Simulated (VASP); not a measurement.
# ReS (F-43m) in VASP: a series of runs

Runs on ReS. Level: PBE. Tasks: single point.

Program: VASP 6.6.1. These are calculated values, not measurements. Logs are shortened: lines on timing, memory, paths and dates and some standing lists are left out, and cuts for length are marked.

## Step 1: The cell of the first run

Symmetry: F-43m, No. 216, cubic system. Conventional cell: a = 5.340 Å, b = 5.340 Å, c = 5.340 Å, α = 90.00°, β = 90.00°, γ = 90.00°. Re (site symmetry -43m) has 4 S at 2.31 Å within 3.1 Å. Within 3.1 Å of S (site symmetry -43m) lie 4 Re at 2.31 Å.

## Step 2: Single point, PBE

INCAR reads:

```
PREC = Accurate
ENCUT = 520
EDIFF = 1E-7
ISMEAR = 0
SIGMA = 0.1
LREAL = False
LASPH = True
NELM = 80
ALGO = Normal
ISIF = 2
LWAVE = False
LCHARG = False
GGA = PE
NBANDS = 14
```

KPOINTS reads:

```
regular mesh
0
Gamma
  14 14 14
```

POSCAR reads:

```
ReS
1.0
    0.0000000000      2.6697732646      2.6697732646
    2.6697732646      0.0000000000      2.6697732646
    2.6697732646      2.6697732646      0.0000000000
Re S
1 1
Direct
    0.0000000000      0.0000000000      0.0000000000
    0.2500000000      0.2500000000      0.2500000000
```

Potentials or basis: VASP PAW PBE potentials, release 64 (Re, S).

Started as:

```console
> cat potpaw_PBE.64/Re/POTCAR potpaw_PBE.64/S/POTCAR > POTCAR
> mpirun -np 1 vasp_std > vasp.out
```

OUTCAR:

```text
PREC = Accurate
   ENCUT = 520
   EDIFF = 1E-7
   ISMEAR = 0
   LREAL = False
   LASPH = True
   NELM = 80
   ISIF = 2
   GGA = PE

 ion  position               nearest neighbor table
   1  0.000  0.000  0.000-   2 2.31   2 2.31   2 2.31   2 2.31
   2  0.250  0.250  0.250-   1 2.31   1 2.31   1 2.31   1 2.31

  LATTYP: Found a face centered cubic cell.
 ALAT       =     5.3395465292

  Lattice vectors:

 A1 = (   0.0000000000,   2.6697732646,   2.6697732646)
 A2 = (   2.6697732646,   0.0000000000,   2.6697732646)
 A3 = (   2.6697732646,   2.6697732646,   0.0000000000)

Analysis of symmetry for initial positions (statically):
=====================================================================
 Subroutine PRICEL returns:
 Original cell was already a primitive cell.

 Routine SETGRP: Setting up the symmetry group for a
 face centered cubic supercell.

 Subroutine GETGRP returns: Found 24 space group operations
 (whereof 24 operations were pure point group operations)
 out of a pool of 48 trial point group operations.

The static configuration has the point symmetry T_d .

Analysis of symmetry for dynamics (positions and initial velocities):
=====================================================================
 Subroutine PRICEL returns:
 Original cell was already a primitive cell.

 Routine SETGRP: Setting up the symmetry group for a
 face centered cubic supercell.

 Subroutine GETGRP returns: Found 24 space group operations
 (whereof 24 operations were pure point group operations)
 out of a pool of 48 trial point group operations.

The dynamic configuration has the point symmetry T_d .

 Subroutine INISYM returns: Found 24 space group operations
 (whereof 24 operations are pure point group operations),
 and found     1 'primitive' translations

----------------------------------------------------------------------------------------

                                     Primitive cell

  volume of cell :      38.0586

  direct lattice vectors                    reciprocal lattice vectors
     0.000000000  2.669773265  2.669773265    -0.187281822  0.187281822  0.187281822
     2.669773265  0.000000000  2.669773265     0.187281822 -0.187281822  0.187281822
     2.669773265  2.669773265  0.000000000     0.187281822  0.187281822 -0.187281822

  length of vectors
     3.775629559  3.775629559  3.775629559     0.324381630  0.324381630  0.324381630

  position of ions in fractional coordinates (direct lattice)
     0.000000000  0.000000000  0.000000000
     0.250000000  0.250000000  0.250000000

  ion indices of the primitive-cell ions
   primitive index   ion index
                 1           1
                 2           2

----------------------------------------------------------------------------------------

 KPOINTS: regular mesh

Automatic generation of k-mesh.
 Grid dimensions read from file:
 generate k-points for:   14   14   14

 Generating k-lattice:

  Cartesian coordinates                     Fractional coordinates (reciprocal lattice)
    -0.013377273  0.013377273  0.013377273     0.071428571  0.000000000  0.000000000
     0.013377273 -0.013377273  0.013377273     0.000000000  0.071428571  0.000000000
     0.013377273  0.013377273 -0.013377273     0.000000000  0.000000000  0.071428571

  Length of vectors
     0.023170116  0.023170116  0.023170116

  Shift w.r.t. Gamma in fractional coordinates (k-lattice)
     0.000000000  0.000000000  0.000000000

 Subroutine IBZKPT returns following result:
 ===========================================

 Found    104 irreducible k-points:

 Following reciprocal coordinates:
            Coordinates               Weight
  0.000000  0.000000  0.000000      1.000000
  0.071429  0.000000  0.000000      8.000000
  0.142857  0.000000  0.000000      8.000000
  0.214286  0.000000  0.000000      8.000000
  0.285714  0.000000  0.000000      8.000000
  0.357143  0.000000  0.000000      8.000000
[... 16 lines left out ...]
  0.214286  0.142857  0.000000     24.000000
  0.285714  0.142857  0.000000     24.000000
 [... further k-points ...]
   k-points           NKPTS =    104   k-points in BZ     NKDIM =    104   number of bands    NBANDS=     14
   number of dos      NEDOS =    301   number of ions     NIONS =      2
   total plane-waves  NPLWV =  21952
   dimension x,y,z NGX =    28 NGY =   28 NGZ =   28
   dimension x,y,z NGXF=    56 NGYF=   56 NGZF=   56
   ions per type =               1   1
   NGX,Y,Z   is equivalent  to a cutoff of  12.33, 12.33, 12.33 a.u.
   NGXF,Y,Z  is equivalent  to a cutoff of  24.66, 24.66, 24.66 a.u.
 SYSTEM =  unknown system
   PREC   = accura    normal or accurate (medium, high low for compatibility)
   ISTART =      0    job   : 0-new  1-cont  2-samecut
   ICHARG =      2    charge: 1-file 2-atom 10-const
   ISPIN  =      1    spin polarized calculation?
   LNONCOLLINEAR =      F non collinear calculations
   LSORBIT =      F    spin-orbit coupling
   LASPH  =      T    aspherical Exc in radial PAW
   ENCUT  =  520.0 eV  38.22 Ry    6.18 a.u.   7.02  7.02  7.02*2*pi/ulx,y,z
   NELM   =     80;   NELMIN=  2; NELMDL= -5     # of ELM steps
   EDIFF  = 0.1E-06   stopping-criterion for ELM
   LREAL  =      F    real-space projection
   EDIFFG = 0.1E-05   stopping-criterion for IOM
   NSW    =      0    number of steps for IOM
   IBRION =     -1    ionic relax: 0-MD 1-quasi-New 2-CG
   NFREE  =      0    steps in history (QN), initial steepest desc. (CG)
   ISIF   =      2    stress and relaxation
   ISYM   =      2    0-nonsym 1-usesym 2-fastsym
   POTIM  = 0.5000    time-step for ionic-motion
   TEBEG  =    0.0;   TEEND  =   0.0 temperature during run
   PSTRESS=    0.0 pullay stress
   NELECT =      13.0000    total number of electrons
   NUPDOWN=      -1.0000    fix difference up-down
   EMIN   =  10.00;   EMAX   =-10.00  energy-range for DOS
   EFERMI =   0.00;   METHOD = LEGACY
   ISMEAR =     0;   SIGMA  =   0.10  broadening in eV -4-tet -1-fermi 0-gaus
   EFERMI_NEDOS =   21; number of points for ismear=-14 and -15
   IALGO  =     38    algorithm
   IMIX   =      4    mixing-type and parameters
     AMIX     =   0.40;   BMIX     =  1.00
     AMIX_MAG =   1.60;   BMIX_MAG =  1.00
  volume/ion in A,a.u.               =      19.03       128.42
  Fermi-wavevector in a.u.,A,eV,Ry     =   1.144383  2.162571 17.818373  1.309613
  Thomas-Fermi vector in A             =   2.281076
   LORBIT       =      0    0 simple, 1 ext, 2 COOP (PROOUT), +10 PAW based schemes
   GGA     = PE    functional components
   LHFCALC =     F    Hartree Fock is set to
   AEXX    =    0.0000 exact exchange contribution
   IVDW    =     0    specifies the selected vdW correction
   LEPSILON=     F    determine dielectric tensor
   LRPA    =     F    only Hartree local field effects (RPA)
 non-spin polarized calculation
 Gauss-broadening in eV      SIGMA  =   0.10
  energy-cutoff  :      520.00
  volume of cell :       38.06
 maximum number of plane-waves:      1039
   NGX = 13   NGY = 13   NGZ = 13

 number of electron      13.0000001 magnetization

 Free energy of the ion-electron system (eV)
  ---------------------------------------------------
  ext. energy  EPLUGINS =         0.00000000
  ---------------------------------------------------
  free energy    TOTEN  =       -15.78287954 eV

  energy without entropy =      -15.76886000  energy(sigma->0) =      -15.77586977

 E-fermi :   5.7286     XC(G=0): -10.8917

 val. band max:        5.7278836186   @ k =  -0.4286   0.3571   0.1429
 cond. band min:       5.7393504803   @ k =  -0.4286   0.4286   0.1429
 fundamental gap:      0.0114668616
 Fermi energy:         5.7286304824

 k-point     1 :       0.0000    0.0000    0.0000
  band No.  band energies     occupation
      1      -9.7277      2.00000
      2      -0.1979      2.00000
      3      -0.1979      2.00000
      4      -0.1979      2.00000
      5       4.7168      2.00000
      6       4.7168      2.00000
      7       6.8028      0.00000
      8      10.2339      0.00000
      9      10.2339      0.00000
     10      10.2339      0.00000
     11      13.5581      0.00000
     12      13.5581      0.00000
     13      13.5581      0.00000
     14      19.1076      0.00000

 k-point     2 :       0.0714    0.0000    0.0000
  band No.  band energies     occupation
      1      -9.6851      2.00000
      2      -0.2722      2.00000
      3      -0.1710      2.00000
      4      -0.1710      2.00000
      5       4.6914      2.00000
      6       4.6914      2.00000
      7       7.0038      0.00000
      8      10.0035      0.00000
      9      10.2200      0.00000
     10      10.2200      0.00000
     11      13.2690      0.00000
     12      13.5847      0.00000
     13      13.5847      0.00000
     14      19.2025      0.00000

 k-point     3 :       0.1429    0.0000    0.0000
  band No.  band energies     occupation
      1      -9.5642      2.00000
      2      -0.4548      2.00000
      3      -0.0972      2.00000
      4      -0.0972      2.00000
      5       4.6403      2.00000
      6       4.6403      2.00000
      7       7.5211      0.00000
      8       9.3711      0.00000
      9      10.1118      0.00000
     10      10.1118      0.00000
     11      12.6888      0.00000
     12      13.7126      0.00000
     13      13.7126      0.00000
     14      19.3068      0.00000
[... 324 lines left out ...]
 k-point    23 :       0.2143    0.1429    0.0000
  band No.  band energies     occupation
      1      -9.3753      2.00000
      2      -0.7623      2.00000
      3       0.0683      2.00000
      4       0.0827      2.00000
      5       4.1372      2.00000
      6       4.9893      2.00000
      7       8.2986      0.00000
      8       8.8708      0.00000
      9       9.1481      0.00000
     10       9.9785      0.00000
     11      12.2023      0.00000
     12      13.9809      0.00000
     13      14.2141      0.00000
     14      17.9104      0.00000

 k-point    24 :       0.2857    0.1429    0.0000
  band No.  band energies     occupation
      1      -9.1977      2.00000
      2      -0.8957      2.00000
      3       0.1418      2.00000
      4       0.1978      2.00000
      5       4.0874      2.00000
      6       5.0765      2.00000
      7       7.5541      0.00000
      8       8.7037      0.00000
      9       9.0347      0.00000
     10       9.9777      0.00000
     11      12.3619      0.00000
     12      13.8917      0.00000
     13      14.5894      0.00000
     14      18.1351      0.00000

 [... further k-points ...]
[... 5 lines left out ...]
  --------------------------------------------------------------------------------------
  -------------------------------------------------------------------------------------
  Total       -1.9322384     -1.9322384     -1.9322384      0.0000000     -0.0000000      0.0000000
  in kB      -81.3426186    -81.3426186    -81.3426186      0.0000000     -0.0000000      0.0000000
  external PRESSURE =     -81.3426186 kB  Pullay stress =       0.0000000 kB

 VOLUME and BASIS-vectors are now :
 -----------------------------------------------------------------------------
  energy-cutoff  :      520.00
  volume of cell :       38.06
      direct lattice vectors                 reciprocal lattice vectors
     0.000000000  2.669773265  2.669773265    -0.187281822  0.187281822  0.187281822
     2.669773265  0.000000000  2.669773265     0.187281822 -0.187281822  0.187281822
     2.669773265  2.669773265  0.000000000     0.187281822  0.187281822 -0.187281822

 POSITION                                       TOTAL-FORCE (eV/Angst)
 -----------------------------------------------------------------------------------
      0.00000      0.00000      0.00000        -0.000000     -0.000000     -0.000000
      1.33489      1.33489      1.33489         0.000000      0.000000      0.000000
 -----------------------------------------------------------------------------------
    total drift:                               -0.000000     -0.000000     -0.000000

  FREE ENERGIE OF THE ION-ELECTRON SYSTEM (eV)
  ---------------------------------------------------
  free  energy   TOTEN  =       -15.7828795396 eV

  energy  without entropy=      -15.7688599982  energy(sigma->0) =      -15.77586977
```

It took 43 s on 1 thread of AMD EPYC 7R13 (Zen 3), shared host; peak memory 0.17 GiB.

Results:

```yaml
Free_energy: -15.7829 eV
Pressure: -8.1 GPa
Band_gap_on_the_k_mesh: zero (an odd number of electrons rules out a gap without spin polarisation)
```

Levels at points of the mesh, in eV from the Fermi level:
```
           k point  band 4  band 5  band 6  band 7  band 8  band 9
(0.00, 0.00, 0.00)   -5.93   -1.01   -1.01    1.07    4.51    4.51
(0.50, 0.00, 0.00)   -5.48   -0.54   -0.54   -0.51    2.21    2.21
(0.50, 0.50, 0.00)   -4.62   -2.08   -0.73    0.17    0.61    0.61
```

Caveat: the cell stands under tension; spin-orbit coupling is left out, which moves the levels of the heavy elements.

## Step 3: Single point, PBE

This run uses another cell than the first one, of 23.34 Å³/atom.

INCAR reads:

```
SYSTEM = ReS
ALGO = Normal
EDIFF = 1E-6
ENCUT = 520
GGA = PE
ISIF = 2
ISMEAR = 0
LASPH = .True.
LCHARG = .False.
LREAL = .False.
LWAVE = .False.
NBANDS = 14
NELM = 80
PREC = Accurate
SIGMA = 0.1
```

KPOINTS reads:

```
k-points
0
Gamma
  14 14 14
  0 0 0
```

POSCAR reads:

```
ReS
1.0
    0.0000000000      2.8577235165      2.8577235165
    2.8577235165      0.0000000000      2.8577235165
    2.8577235165      2.8577235165      0.0000000000
Re S
1 1
Direct
    0.0000000000      0.0000000000      0.0000000000
    0.2500000000      0.2500000000      0.2500000000
```

Potentials or basis: VASP PAW PBE potentials, release 64 (Re, S).

Started as:

```console
> cat potpaw_PBE.64/Re/POTCAR potpaw_PBE.64/S/POTCAR > POTCAR
> mpirun -np 1 vasp_std > vasp.out
```

OUTCAR:

```text
SYSTEM = ReS
   EDIFF = 1E-6
   ENCUT = 520
   GGA = PE
   ISIF = 2
   ISMEAR = 0
   LASPH = .True.
   LREAL = .False.
   NELM = 80
   PREC = Accurate

 ion  position               nearest neighbor table
   1  0.000  0.000  0.000-   2 2.47   2 2.47   2 2.47   2 2.47
   2  0.250  0.250  0.250-   1 2.47   1 2.47   1 2.47   1 2.47

  LATTYP: Found a face centered cubic cell.
 ALAT       =     5.7154470330

  Lattice vectors:

 A1 = (   0.0000000000,   2.8577235165,   2.8577235165)
 A2 = (   2.8577235165,   0.0000000000,   2.8577235165)
 A3 = (   2.8577235165,   2.8577235165,   0.0000000000)
[... 584 lines left out ...]
     10       7.0355      0.00000
     11       9.7647      0.00000
     12      11.3191      0.00000
     13      11.8445      0.00000
     14      14.8355      0.00000

 [... further k-points ...]
[... 5 lines left out ...]
  --------------------------------------------------------------------------------------
  -------------------------------------------------------------------------------------
  Total       -7.1557390     -7.1557390     -7.1557390     -0.0000000      0.0000000      0.0000000
  in kB     -245.6260662   -245.6260662   -245.6260662     -0.0000000      0.0000000      0.0000000
  external PRESSURE =    -245.6260662 kB  Pullay stress =       0.0000000 kB

 VOLUME and BASIS-vectors are now :
 -----------------------------------------------------------------------------
  energy-cutoff  :      520.00
  volume of cell :       46.68
      direct lattice vectors                 reciprocal lattice vectors
     0.000000000  2.857723517  2.857723517    -0.174964442  0.174964442  0.174964442
     2.857723517  0.000000000  2.857723517     0.174964442 -0.174964442  0.174964442
     2.857723517  2.857723517  0.000000000     0.174964442  0.174964442 -0.174964442

 POSITION                                       TOTAL-FORCE (eV/Angst)
 -----------------------------------------------------------------------------------
      0.00000      0.00000      0.00000        -0.000000     -0.000000     -0.000000
      1.42886      1.42886      1.42886         0.000000      0.000000      0.000000
 -----------------------------------------------------------------------------------
    total drift:                               -0.000000     -0.000000     -0.000000

  FREE ENERGIE OF THE ION-ELECTRON SYSTEM (eV)
  ---------------------------------------------------
  free  energy   TOTEN  =       -14.7974361471 eV

  energy  without entropy=      -14.7807754464  energy(sigma->0) =      -14.78910580
```

OSZICAR:

```text
N       E                     dE             d eps       ncg     rms          rms(c)
DAV:   1     0.384924941845E+02    0.38492E+02   -0.55506E+03  4572   0.863E+02
DAV:   2    -0.131938953560E+02   -0.51686E+02   -0.47562E+02  4886   0.192E+02
DAV:   3    -0.153965072472E+02   -0.22026E+01   -0.21886E+01  4332   0.439E+01
DAV:   4    -0.154146290728E+02   -0.18122E-01   -0.18098E-01  3670   0.320E+00
DAV:   5    -0.154158782556E+02   -0.12492E-02   -0.12490E-02  4890   0.943E-01    0.169E+01
DAV:   6    -0.148461191878E+02    0.56976E+00   -0.22588E+00  4974   0.318E+01    0.510E+00
DAV:   7    -0.148068678477E+02    0.39251E-01   -0.19403E-01  4914   0.740E+00    0.385E+00
DAV:   8    -0.147976115727E+02    0.92563E-02   -0.33985E-02  4800   0.307E+00    0.599E-01
DAV:   9    -0.147973534557E+02    0.25812E-03   -0.88982E-04  4458   0.242E-01    0.385E-01
DAV:  10    -0.147974325402E+02   -0.79084E-04   -0.56034E-04  4762   0.264E-01    0.749E-02
DAV:  11    -0.147974338277E+02   -0.12875E-05   -0.48761E-05  4390   0.111E-01    0.133E-02
DAV:  12    -0.147974360963E+02   -0.22685E-05   -0.57357E-06  4648   0.224E-02    0.875E-03
DAV:  13    -0.147974361471E+02   -0.50835E-07   -0.13078E-07  2632   0.524E-03
   1 F= -.14797436E+02 E0= -.14789106E+02  d E =-.166607E-01
```

stdout:

```text
POSCAR found type information on POSCAR ReS
 POSCAR found :  2 types and       2 ions
 scaLAPACK will be used
 LDA part: xc-table for (Slater+PW92), standard interpolation
 POSCAR, INCAR and KPOINTS ok, starting setup
 FFT: planning ... GRIDC
 FFT: planning ... GRID_SOFT
 FFT: planning ... GRID
 WAVECAR not read
 entering main loop
```

Run time: 51 s. Hardware: 1 thread of AMD EPYC 7R13 (Zen 3), shared host; peak memory 0.19 GiB.

Results:

```
Free energy            : -14.7974 eV
Pressure               : -24.6 GPa
Band gap on the k mesh : zero (an odd number of electrons rules out a gap without spin polarisation)
```

Caveat: the cell stands under tension; spin-orbit coupling is left out, which moves the levels of the heavy elements.
